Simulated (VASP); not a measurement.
A run of VASP 6.6.1 is set up as follows.

File INCAR:

```
SYSTEM = Mo
  PREC = Accurate
  ENCUT = 520
  EDIFF = 1E-7
  ISMEAR = 0
  SIGMA = 0.1
  LREAL = .False.
  LASPH = .True.
  NELM = 80
  ALGO = Fast
  ISIF = 2
  LWAVE = .False.
  LCHARG = .False.
  LDIPOL = .True.
  IDIPOL = 3
  DIPOL = 0.5 0.5 0.500
  GGA = PS
  IBRION = 2
  NSW = 90
  EDIFFG = -0.03
```

Contents of KPOINTS:

```
Automatic mesh
0
Gamma
  9 9 1
  0 0 0
```

File POSCAR:

```
Mo
1.0
    3.1293068543      0.0000000000      0.0000000000
    0.0000000000      3.1293068543      0.0000000000
    0.0000000000      0.0000000000     23.2586137086
Mo
5
Selective dynamics
Direct
    0.5000000000      0.5000000000      0.3654560029  F F F
    0.0000000000      0.0000000000      0.4327280015  F F F
    0.5000000000      0.5000000000      0.5000000000  T T T
    0.0000000000      0.0000000000      0.5672719985  T T T
    0.5000000000      0.5000000000      0.6345439971  T T T
```

Potentials or basis: VASP PAW PBE potentials, release 64 (Mo_sv).

Run with:

```console
$ cat potpaw_PBE.64/Mo_sv/POTCAR > POTCAR
$ mpirun -np 1 vasp_std > vasp.out
```

Problem. Estimate the energy gained by relaxing.

Solution. 28.8 meV/atom.

Problem. Estimate the band gap on the k mesh.

Solution. Zero (bands 35 and 36 overlap by 1.63 eV).

Step by step:
| step | energy change (eV) | largest force on free atoms (eV/Å) | pressure (GPa) |
| --- | --- | --- | --- |
| 1 | 0.0000 | 1.3682 | -4.98 |
| 2 | -0.1172 | 0.6457 | -4.29 |
| 3 | -0.1294 | 0.2474 | -3.92 |
| 4 | -0.1295 | 0.2011 | -3.95 |
| 5 | -0.1337 | 0.1808 | -3.82 |
| 6 | -0.1420 | 0.1164 | -3.42 |
| 7 | -0.1377 | 0.2186 | -2.59 |
| 8 | -0.1437 | 0.0674 | -3.14 |
| 9 | -0.1436 | 0.0882 | -3.22 |
| 10 | -0.1439 | 0.0055 | -3.17 |

Caveat: the PAW data sets were made with another functional, which shifts forces and pressure a little.
